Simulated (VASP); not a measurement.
Set up this calculation in VASP 6.6.1, as the native input.

| Item | Value |
| --- | --- |
| Task | single point |
| Functional | PBE |
| Potentials or basis | VASP PAW PBE potentials, release 64 (B, N) |
| Cutoff | 520 eV |
| k mesh | 9 × 9 × 6 |
| Occupations | gaussian, width 0.01 eV |
| Spin | no spin polarisation |
| Dipole correction | no |
| Further INCAR settings | ALGO = Normal; EDIFF = 1e-06; NBANDS = 16 |

The structure of BN lies in POSCAR:

```
BN
1.0
    2.4490861852      0.0000000000      0.0000000000
   -1.2245430926      2.1209708524      0.0000000000
    0.0000000000      0.0000000000      3.9401786252
B N
2 2
Direct
    0.0000000000      0.0000000000      0.0000000000
    0.0000000000      0.0000000000      0.5000000000
    0.3333333333      0.6666666667      0.2500000000
    0.6666666667      0.3333333333      0.7500000000
```

This cell differs from its parent crystal: volume changed by -6%.

The input as run:

INCAR

```
ALGO     = Normal         # electronic algorithm
EDIFF    = 1E-6           # SCF threshold, eV
ENCUT    = 520            # plane-wave cutoff, eV
GGA      = PE             # functional
ISIF     = 2              # what is computed and relaxed
ISMEAR   = 0              # smearing method
LASPH    = T              # aspherical terms in the spheres
LCHARG   = T              # write CHGCAR
LELF     = T              # ELF
LREAL    = F              # projectors in reciprocal space
LVHAR    = T            
LWAVE    = F              # write WAVECAR
NBANDS   = 16             # bands
NELM     = 80             # most SCF steps
PREC     = Accurate       # precision mode
SIGMA    = 0.01           # smearing width, eV
```

KPOINTS

```
k-points
0
Gamma
  9 9 6
```

Potentials or basis: VASP PAW PBE potentials, release 64 (B, N).

Launch:

```console
$ cat potpaw_PBE.64/B/POTCAR potpaw_PBE.64/N/POTCAR > POTCAR
$ mpirun -np 1 vasp_std > vasp.out
```

Results of the run:

* Pressure: 25.7 GPa
* Band gap on the k mesh: 1.89 eV, indirect (least direct gap 5.58 eV)

It took 8.4 s on 1 thread of AMD EPYC 9R45 96-Core Processor (Zen 5) (shared host), peak memory 0.1 GiB.
